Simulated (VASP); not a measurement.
# CdTeSe4 (F-43m) in VASP: further runs

CdTeSe4 is run at these levels: PBE; tasks: single point, relaxation of cell and atoms.

Everything below comes from runs of VASP 6.6.1. Logs are shortened: lines on timing, memory, paths and dates and some standing lists are left out, and cuts for length are marked.

### 1 The cell of the first run

It takes space group F-43m (No. 216, cubic). Conventional cell: a = 8.266 Å, b = 8.266 Å, c = 8.266 Å, α = 90.00°, β = 90.00°, γ = 90.00°. Within 4.5 Å of Cd (site symmetry -43m) lie 12 Se at 3.42 Å and 4 Te at 3.58 Å. Within 4.5 Å of Te (site symmetry -43m) lie 12 Se at 3.43 Å and 4 Cd at 3.58 Å. Within 3.8 Å of Se (site symmetry 3m) lie 6 Se at 2.86 to 2.98 Å and 3 Cd at 3.42 Å and 3 Te at 3.43 Å.

The cell was built from a structure type or drawn by symmetry, and may not be a known phase.

### 2 Single point, PBE

INCAR

```
PREC = Accurate
ENCUT = 500
EDIFF = 1E-6
ISMEAR = 0
SIGMA = 0.1
LREAL = F
LASPH = T
NELM = 120
ALGO = Normal
ISIF = 2
LWAVE = F
LCHARG = T
GGA = PE
LELF = T
LVHAR = T
NBANDS = 30
GGA_COMPAT = F
```

KPOINTS

```
Automatic mesh
0
Gamma
  8 8 8
```

POSCAR

```
CdTeSe4
1.0
    0.0000000000      4.1328468835      4.1328468835
    4.1328468835      0.0000000000      4.1328468835
    4.1328468835      4.1328468835      0.0000000000
Cd Te Se
1 1 4
Direct
    0.7500000000      0.7500000000      0.7500000000
    0.0000000000      0.0000000000      0.0000000000
    0.3776660974      0.3776660974      0.3776660974
    0.3776660974      0.8670017078      0.3776660974
    0.3776660974      0.3776660974      0.8670017078
    0.8670017078      0.3776660974      0.3776660974
```

Potentials or basis: VASP PAW PBE potentials, release 64 (Cd, Te, Se).

Launch:

```sh
> cat potpaw_PBE.64/Cd/POTCAR potpaw_PBE.64/Te/POTCAR potpaw_PBE.64/Se/POTCAR > POTCAR
> mpirun -np 1 vasp_std > vasp.out
```

OUTCAR:

```text
PREC = Accurate
   ENCUT = 500
   EDIFF = 1E-6
   ISMEAR = 0
   LREAL = F
   LASPH = T
   NELM = 120
   ISIF = 2
   GGA = PE

 ion  position               nearest neighbor table
   1  0.750  0.750  0.750-   2 3.58   2 3.58   2 3.58   2 3.58
   2  0.000  0.000  0.000-   1 3.58   1 3.58   1 3.58   1 3.58
   3  0.378  0.378  0.378-
   4  0.378  0.867  0.378-
   5  0.378  0.378  0.867-
   6  0.867  0.378  0.378-

  LATTYP: Found a face centered cubic cell.
 ALAT       =     8.2656937670

  Lattice vectors:

 A1 = (   0.0000000000,   4.1328468835,   4.1328468835)
 A2 = (   4.1328468835,   0.0000000000,   4.1328468835)
 A3 = (   4.1328468835,   4.1328468835,   0.0000000000)

Analysis of symmetry for initial positions (statically):
=====================================================================
 Subroutine PRICEL returns:
 Original cell was already a primitive cell.

 Routine SETGRP: Setting up the symmetry group for a
 face centered cubic supercell.

 Subroutine GETGRP returns: Found 24 space group operations
 (whereof 24 operations were pure point group operations)
 out of a pool of 48 trial point group operations.

The static configuration has the point symmetry T_d .

Analysis of symmetry for dynamics (positions and initial velocities):
=====================================================================
 Subroutine PRICEL returns:
 Original cell was already a primitive cell.

 Routine SETGRP: Setting up the symmetry group for a
 face centered cubic supercell.

 Subroutine GETGRP returns: Found 24 space group operations
 (whereof 24 operations were pure point group operations)
 out of a pool of 48 trial point group operations.

The dynamic configuration has the point symmetry T_d .

 Subroutine INISYM returns: Found 24 space group operations
 (whereof 24 operations are pure point group operations),
 and found     1 'primitive' translations

----------------------------------------------------------------------------------------

                                     Primitive cell

  volume of cell :     141.1815

  direct lattice vectors                    reciprocal lattice vectors
     0.000000000  4.132846884  4.132846884    -0.120981980  0.120981980  0.120981980
     4.132846884  0.000000000  4.132846884     0.120981980 -0.120981980  0.120981980
     4.132846884  4.132846884  0.000000000     0.120981980  0.120981980 -0.120981980

  length of vectors
[... 94 lines left out ...]
   IBRION =     -1    ionic relax: 0-MD 1-quasi-New 2-CG
   NFREE  =      0    steps in history (QN), initial steepest desc. (CG)
   ISIF   =      2    stress and relaxation
   ISYM   =      2    0-nonsym 1-usesym 2-fastsym
   POTIM  = 0.5000    time-step for ionic-motion
   TEBEG  =    0.0;   TEEND  =   0.0 temperature during run
   PSTRESS=    0.0 pullay stress
   NELECT =      42.0000    total number of electrons
   NUPDOWN=      -1.0000    fix difference up-down
   EMIN   =  10.00;   EMAX   =-10.00  energy-range for DOS
   EFERMI =   0.00;   METHOD = LEGACY
   ISMEAR =     0;   SIGMA  =   0.10  broadening in eV -4-tet -1-fermi 0-gaus
   EFERMI_NEDOS =   21; number of points for ismear=-14 and -15
   IALGO  =     38    algorithm
   IMIX   =      4    mixing-type and parameters
     AMIX     =   0.40;   BMIX     =  1.00
     AMIX_MAG =   1.60;   BMIX_MAG =  1.00
  volume/ion in A,a.u.               =      23.53       158.79
  Fermi-wavevector in a.u.,A,eV,Ry     =   1.092862  2.065210 16.250079  1.194347
  Thomas-Fermi vector in A             =   2.229136
   LORBIT       =      0    0 simple, 1 ext, 2 COOP (PROOUT), +10 PAW based schemes
   GGA     = PE    functional components
   LHFCALC =     F    Hartree Fock is set to
   AEXX    =    0.0000 exact exchange contribution
   IVDW    =     0    specifies the selected vdW correction
   LEPSILON=     F    determine dielectric tensor
   LRPA    =     F    only Hartree local field effects (RPA)
 non-spin polarized calculation
 Gauss-broadening in eV      SIGMA  =   0.10
  energy-cutoff  :      500.00
  volume of cell :      141.18
 maximum number of plane-waves:      3647
 NGX is ok and might be reduce to    48
   NGX = 21   NGY = 21   NGZ = 21

 number of electron      42.0000000 magnetization

 Free energy of the ion-electron system (eV)
  ---------------------------------------------------
  ext. energy  EPLUGINS =         0.00000000
  ---------------------------------------------------
  free energy    TOTEN  =       -14.59996892 eV

  energy without entropy =      -14.56556861  energy(sigma->0) =      -14.58276876

 E-fermi :   4.9496     XC(G=0): -10.1828

 val. band max:        4.9415913461   @ k =   0.3750   0.0000   0.0000
 cond. band min:       4.9530868475   @ k =  -0.2500   0.2500   0.0000
 fundamental gap:      0.0114955014
 Fermi energy:         4.9495735921

 k-point     1 :       0.0000    0.0000    0.0000
  band No.  band energies     occupation
      1     -10.6473      2.00000
      2      -7.2535      2.00000
      3      -7.2535      2.00000
      4      -7.2535      2.00000
      5      -5.5973      2.00000
      6      -3.5541      2.00000
[... 781 lines left out ...]
     29       9.9744      0.00000
     30      12.1380      0.00000

 [... further k-points ...]

------------------------ aborting loop because EDIFF is reached ----------------------------------------

  FORCE on cell =-STRESS in cart. coord.  units (eV):
  Direction    XX          YY          ZZ          XY          YZ          ZX
  --------------------------------------------------------------------------------------
  -------------------------------------------------------------------------------------
  Total        0.0362866      0.0362866      0.0362866      0.0000000     -0.0000000      0.0000000
  in kB        0.4117926      0.4117926      0.4117926      0.0000000     -0.0000000      0.0000000
  external PRESSURE =       0.4117926 kB  Pullay stress =       0.0000000 kB

 VOLUME and BASIS-vectors are now :
 -----------------------------------------------------------------------------
  energy-cutoff  :      500.00
  volume of cell :      141.18
      direct lattice vectors                 reciprocal lattice vectors
     0.000000000  4.132846884  4.132846884    -0.120981980  0.120981980  0.120981980
     4.132846884  0.000000000  4.132846884     0.120981980 -0.120981980  0.120981980
     4.132846884  4.132846884  0.000000000     0.120981980  0.120981980 -0.120981980

 POSITION                                       TOTAL-FORCE (eV/Angst)
 -----------------------------------------------------------------------------------
      6.19927      6.19927      6.19927        -0.000000     -0.000000     -0.000000
      0.00000      0.00000      0.00000        -0.000000     -0.000000     -0.000000
      3.12167      3.12167      3.12167        -0.009241     -0.009241     -0.009241
      5.14402      3.12167      5.14402         0.009241     -0.009241      0.009241
      5.14402      5.14402      3.12167         0.009241      0.009241     -0.009241
      3.12167      5.14402      5.14402        -0.009241      0.009241      0.009241
 -----------------------------------------------------------------------------------
    total drift:                                0.000000      0.000000      0.000000

  FREE ENERGIE OF THE ION-ELECTRON SYSTEM (eV)
  ---------------------------------------------------
  free  energy   TOTEN  =       -14.5999689184 eV

  energy  without entropy=      -14.5655686108  energy(sigma->0) =      -14.58276876
```

It took 4.3 min on 1 thread of Intel Xeon 8259CL, shared host; peak memory 0.39 GiB.

Results:

| Property | Result |
| --- | --- |
| Free energy | -14.6000 eV |
| Pressure | 0.0 GPa |
| Largest force | 0.016 eV/Å |
| Band gap on the k mesh | zero (bands 21 and 22 overlap by 1.13 eV) |

Forces in eV/Å, atoms in the order of the input:
```
Cd   0.000  0.000  0.000
Te   0.000  0.000  0.000
Se  -0.009 -0.009 -0.009
Se   0.009 -0.009  0.009
Se   0.009  0.009 -0.009
Se  -0.009  0.009  0.009
```

Caveat: spin-orbit coupling is left out, which moves the levels of the heavy elements.

### 3 Relaxation of cell and atoms, PBE

This run uses another cell than the first one, of 31.25 Å³/atom.

INCAR

```
SYSTEM = CdTeSe4
ALGO = Normal
EDIFF = 1E-7
EDIFFG = -0.04
ENCUT = 500
GGA = PE
GGA_COMPAT = .False.
IBRION = 2
ISIF = 3
ISMEAR = 0
LASPH = .True.
LCHARG = .False.
LREAL = .False.
LWAVE = .False.
NELM = 120
NELMIN = 4
NSW = 90
PREC = Accurate
SIGMA = 0.1
```

KPOINTS

```
k-points
0
Gamma
  4 4 4
  0 0 0
```

POSCAR

```
CdTeSe4
1.0
    0.0000000000      4.5426143500      4.5426143500
    4.5426143500      0.0000000000      4.5426143500
    4.5426143500      4.5426143500      0.0000000000
Cd Te Se
1 1 4
Direct
    0.2500000000      0.2500000000      0.2500000000
    0.0000000000      0.0000000000      0.0000000000
    0.6252736500      0.6252736500      0.1241790400
    0.6252736500      0.6252736500      0.6252736500
    0.1241790400      0.6252736500      0.6252736500
    0.6252736500      0.1241790400      0.6252736500
```

Potentials or basis: VASP PAW PBE potentials, release 64 (Cd, Te, Se).

Launch:

```sh
> cat potpaw_PBE.64/Cd/POTCAR potpaw_PBE.64/Te/POTCAR potpaw_PBE.64/Se/POTCAR > POTCAR
> mpirun -np 1 vasp_std > vasp.out
```

Wall time 6.9 min (1 thread of Intel Xeon 8259CL, shared host); peak memory 0.36 GiB.

Results (log left out):

- Free energy: -14.2310 eV
- Relaxed volume: 24.00 Å³/atom
- Relaxed cell: a = 5.883 Å, b = 5.883 Å, c = 5.883 Å, α = 60.00°, β = 60.00°, γ = 60.00°
- Space group after relaxing (to 0.1 Å): F-43m (No. 216)
- Energy gained by relaxing: 218.6 meV/atom
- Ionic steps: 6
- Pressure after relaxing: -0.2 GPa
- Largest force after relaxing: 0.038 eV/Å
- Band gap on the k mesh: zero (bands 21 and 22 overlap by 1.06 eV)

Forces in eV/Å, atoms in the order of the input:
```
Cd   0.000  0.000  0.000
Te   0.000  0.000  0.000
Se   0.022  0.022 -0.022
Se  -0.022 -0.022 -0.022
Se  -0.022  0.022  0.022
Se   0.022 -0.022  0.022
```

Step by step:
```tsv
step	energy change (eV)	largest force (eV/Å)	pressure (GPa)	volume (Å³)
1	0.0000	0.0041	-7.30	187.48
2	-1.2449	0.0283	-2.50	151.42
3	-1.3105	0.0430	-0.22	143.99
4	-1.3109	0.0449	0.07	143.20
5	-1.3113	0.0422	-0.02	143.43
6	-1.3118	0.0380	-0.22	143.99
```

Final structure:
```xyz
6
Lattice="0.0000 4.1601 4.1601 4.1601 0.0000 4.1601 4.1601 4.1601 0.0000" Properties=species:S:1:pos:R:3 pbc="T T T"
Cd    2.0800    2.0800    2.0800
Te    0.0000    4.1601    4.1601
Se    3.1225    3.1225    5.1977
Se    5.1977    5.1977    5.1977
Se    5.1977    3.1225    3.1225
Se    3.1225    5.1977    3.1225
```

Levels at points of the mesh, in eV from the Fermi level:
| k point | band 17 | band 18 | band 19 | band 20 | band 21 | band 22 | band 23 | band 24 | band 25 |
| --- | --- | --- | --- | --- | --- | --- | --- | --- | --- |
| (0.00, 0.00, 0.00) | -1.58 | -1.58 | -1.58 | -1.57 | 1.05 | 1.05 | 1.05 | 1.97 | 1.97 |
| (0.50, 0.00, 0.00) | -2.28 | -2.05 | -2.05 | -1.19 | 0.21 | 0.30 | 0.30 | 1.11 | 2.09 |
| (0.50, 0.50, 0.00) | -2.03 | -2.03 | -1.90 | -1.66 | -0.40 | 0.24 | 0.24 | 0.54 | 1.83 |

Caveat: the volume moved by over 15 % at a fixed basis, so the end points are rough; spin-orbit coupling is left out, which moves the levels of the heavy elements.

### 4 Relaxation of cell and atoms, PBE

This run uses another cell than the first one, of 24.00 Å³/atom.

INCAR

```
SYSTEM = CdTeSe4
PREC = Accurate
ENCUT = 500
EDIFF = 1E-7
ISMEAR = 0
SIGMA = 0.1
LREAL = .FALSE.
LASPH = .TRUE.
NELM = 120
ALGO = Normal
ISIF = 3
LWAVE = .FALSE.
LCHARG = .FALSE.
GGA = PE
IBRION = 2
NSW = 100
EDIFFG = -0.01
GGA_COMPAT = .FALSE.
NELMIN = 4
```

KPOINTS

```
regular mesh
0
G
  8 8 8
  0 0 0
```

POSCAR

```
CdTeSe4
1.0
    0.0000000000      4.1601589602      4.1601589602
    4.1601589602      0.0000000000      4.1601589602
    4.1601589602      4.1601589602      0.0000000000
Cd Te Se
1 1 4
Direct
    0.7500000000      0.7500000000      0.7500000000
    0.0000000000      0.0000000000      0.0000000000
    0.3779862226      0.3779862226      0.3779862226
    0.3779862226      0.8660413322      0.3779862226
    0.3779862226      0.3779862226      0.8660413322
    0.8660413322      0.3779862226      0.3779862226
```

Launch:

```sh
> cat potpaw_PBE.64/Cd/POTCAR potpaw_PBE.64/Te/POTCAR potpaw_PBE.64/Se/POTCAR > POTCAR
> mpirun -np 1 vasp_std > vasp.out
```

Wall time 16 min (1 thread of Intel Xeon 8259CL, shared host); peak memory 0.4 GiB.

Results (log left out):

| Quantity | Value |
| --- | --- |
| Free energy | -14.6002 eV |
| Relaxed volume | 23.53 Å³/atom |
| Relaxed cell | a = 5.845 Å, b = 5.845 Å, c = 5.845 Å, α = 60.00°, β = 60.00°, γ = 60.00° |
| Space group after relaxing (to 0.1 Å) | F-43m (No. 216) |
| Energy gained by relaxing | 1.4 meV/atom |
| Ionic steps | 7 |
| Pressure after relaxing | 0.0 GPa |
| Band gap on the k mesh | zero (bands 21 and 22 overlap by 1.12 eV) |

Step by step:
```csv
step,energy change (eV),largest force (eV/Å),pressure (GPa),volume (Å³)
1,0.0000,0.0039,-0.96,144.00
2,-0.0079,0.0342,0.13,141.03
3,-0.0080,0.0308,0.00,141.36
4,-0.0082,0.0255,0.00,141.34
5,-0.0085,0.0102,0.01,141.26
6,-0.0083,0.0195,0.02,141.11
7,-0.0086,0.0003,0.01,141.21
```

Final structure:
```cif
data_structure
_symmetry_space_group_name_H-M 'P 1'
_symmetry_Int_Tables_number 1
_cell_length_a 5.8451
_cell_length_b 5.8451
_cell_length_c 5.8451
_cell_angle_alpha 60.000
_cell_angle_beta 60.000
_cell_angle_gamma 60.000
_cell_volume 141.21
loop_
_atom_site_label
_atom_site_type_symbol
_atom_site_fract_x
_atom_site_fract_y
_atom_site_fract_z
_atom_site_occupancy
Cd1 Cd 0.75000 0.75000 0.75000 1
Te1 Te 0.00000 0.00000 0.00000 1
Se1 Se 0.37737 0.37737 0.37737 1
Se2 Se 0.37737 0.86790 0.37737 1
Se3 Se 0.37737 0.37737 0.86790 1
Se4 Se 0.86790 0.37737 0.37737 1
```

Levels at points of the mesh, in eV from the Fermi level:
```
           k point  band 17  band 18  band 19  band 20  band 21  band 22  band 23  band 24  band 25
(0.00, 0.00, 0.00)    -1.70    -1.70    -1.70    -1.61     1.04     1.04     1.04     1.99     1.99
(0.50, 0.00, 0.00)    -2.42    -2.06    -2.06    -1.17     0.21     0.24     0.24     1.10     2.11
(0.50, 0.50, 0.00)    -2.17    -2.17    -2.13    -1.62    -0.39     0.21     0.21     0.58     1.86
```

Caveat: spin-orbit coupling is left out, which moves the levels of the heavy elements.

### 5 The runs side by side

```tsv
task	cell	k mesh	gap on the mesh (eV)	pressure (GPa)	relaxed volume (Å³/atom)	largest force (eV/Å)
single point	a = 5.845 Å, angles 60.0°, 6 atoms, atomic positions A	8 × 8 × 8	none	0.0	-	0.02
relaxation of cell and atoms	relaxed from a = 6.424 Å, angles 60.0°, 6 atoms, atomic positions B	4 × 4 × 4	none	-0.2	24.00	0.04
relaxation of cell and atoms	relaxed from a = 5.883 Å, angles 60.0°, 6 atoms, atomic positions A	8 × 8 × 8	none	0.0	23.53	-
```

Alike in all rows: level PBE; potentials or basis VASP PAW PBE potentials, release 64 (Cd, Te, Se); no spin polarisation; cutoff (eV) 500; smearing gaussian 0.1 eV.

Caveats: spin-orbit coupling is left out, which moves the levels of the heavy elements; the volume moved by over 15 % at a fixed basis, so the end points are rough (at least some runs).

Total energies depend on the potentials used, so only differences within one code and one set of settings carry meaning.
